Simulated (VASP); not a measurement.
Set up this calculation in VASP 6.6.1, as the native input.

| Item | Value |
| --- | --- |
| Task | single point |
| Functional | PBE |
| Potentials or basis | VASP PAW PBE potentials, release 64 (Ba_sv, Ti_sv, O) |
| Cutoff | 520 eV |
| k mesh | 6 × 6 × 6 |
| Occupations | gaussian, width 0.05 eV |
| Spin | no spin polarisation |
| Hubbard terms | Ti d U = 4.0 eV |
| Dipole correction | no |
| Further INCAR settings | ALGO = Normal; EDIFF = 1e-06; NBANDS = 28 |

The structure of BaTiO3 lies in POSCAR:

```
BaTiO3
1.0
    2.8603720851      1.6514365933      2.3460535783
   -2.8603720851      1.6514365933      2.3460535783
    0.0000000000     -3.3028731867      2.3460535783
Ba Ti O
1 1 3
Direct
    0.0026800181      0.0026800181      0.0026800181
    0.5341116371      0.5341116371      0.5341116371
    0.4903227049      0.4903227049      0.9825753212
    0.4903227049      0.9825753212      0.4903227049
    0.9825753212      0.4903227049      0.4903227049
```

This cell differs from its parent crystal: atom 2 (Ti) moved by (+0.000, +0.150) A along y and z.

These files were run (other wordings do the same):

INCAR

```
SYSTEM = BaTiO3
PREC = Accurate
ENCUT = 520
EDIFF = 1E-6
ISMEAR = 0
SIGMA = 0.05
LREAL = .False.
LASPH = .True.
NELM = 150
ALGO = Normal
ISIF = 2
LWAVE = .False.
LCHARG = .False.
LMAXMIX = 4
LDAU = .True.
LDAUTYPE = 2
LDAUL = -1 2 -1
LDAUU = 0 4 0
LDAUJ = 0 0 0
LDAUPRINT = 1
GGA = PE
NBANDS = 28
```

KPOINTS

```
regular mesh
0
Gamma
  6 6 6
  0 0 0
```

Potentials or basis: VASP PAW PBE potentials, release 64 (Ba_sv, Ti_sv, O).

Command:

```sh
$ cat potpaw_PBE.64/Ba_sv/POTCAR potpaw_PBE.64/Ti_sv/POTCAR potpaw_PBE.64/O/POTCAR > POTCAR
$ mpirun -np 1 vasp_std > vasp.out
```

Results of the run:

- Pressure: 8.3 GPa
- Largest force: 2.654 eV/Å
- Band gap on the k mesh: 3.37 eV (least direct gap 3.92 eV)

Caveat: the cell differs from its parent crystal (atom 2 (Ti) moved by (+0.000, +0.150) A along y and z); the cell stands under pressure; spin-orbit coupling is left out, which moves the levels of the heavy elements; forces of over 1 eV/Å act on the atoms, so gaps and moduli don't describe the material at rest.

It took 100 s on 1 thread of Intel Xeon 8259CL, on a shared host, peak memory 0.21 GiB.
